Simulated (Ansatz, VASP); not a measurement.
Ga in VASP and in Ansatz

```
CELL_PARAMETERS angstrom
2.02501 1.16914 1.33733
-2.02501 1.16914 1.33733
0.00000 -2.33828 1.33733
ATOMIC_POSITIONS crystal
Ga 0.50000 0.50000 0.50000
```

Alike in both runs: functional r2SCAN; k mesh 21 × 21 × 21; occupations gaussian, width 0.1 eV; no spin polarisation.

Ansatz relaxed the structure, and its values are those at the end. VASP's run is a single point on that final structure, the one shown.

```csv
,VASP,Ansatz
version,VASP 6.6.1,Ansatz 0.2.0
potentials or method,"VASP PAW PBE potentials, release 64 (Ga_d), cutoff 520 eV","scalar-relativistic, plane waves, PAW"
valence electrons in the cell,13,13
```

```csv
,VASP,Ansatz,Ansatz less VASP
gap on the k mesh at the Fermi level (eV),none,none,-
pressure (GPa),0.0,0.0,-0.02
```

VASP's potentials were made for PBE, not for r2SCAN. A gap of «none» marks a metal or a gap that the smearing closes.
